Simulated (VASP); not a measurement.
## B: single point with revPBE

Crystal: B.

```
CELL_PARAMETERS angstrom
2.35042 0.00000 0.00000
0.00000 2.35042 0.00000
0.00000 0.00000 1.59242
ATOMIC_POSITIONS crystal
B 0.50000 0.50000 0.50000
```

```
Program                : VASP 6.6.1
Task                   : single point
Functional             : revPBE
Potentials or basis    : VASP PAW PBE potentials, release 64 (B)
Cutoff                 : 520 eV
k mesh                 : 11 × 11 × 16
Occupations            : fermi-dirac, width 0.05 eV
Spin                   : no spin polarisation
Dipole correction      : no
Further INCAR settings : ALGO = Normal; EDIFF = 1e-07; NBANDS = 8
```

```json
{
  "Pressure": "-0.1 GPa"
}
```

Levels at points of the mesh, in eV from the Fermi level:
```csv
k point,band 1,band 2,band 3,band 4,band 5,band 6
"(0.00, 0.00, 0.00)",-13.99,4.47,4.47,14.19,15.32,26.15
"(0.00, 0.00, 0.50)",-5.96,1.27,13.55,13.55,21.29,26.45
```

Wall time 19 s on 1 thread of AMD EPYC 7R13 (shared host), peak memory 0.08 GiB.

Caveat: the PAW data sets were made with another functional, which shifts forces and pressure a little.
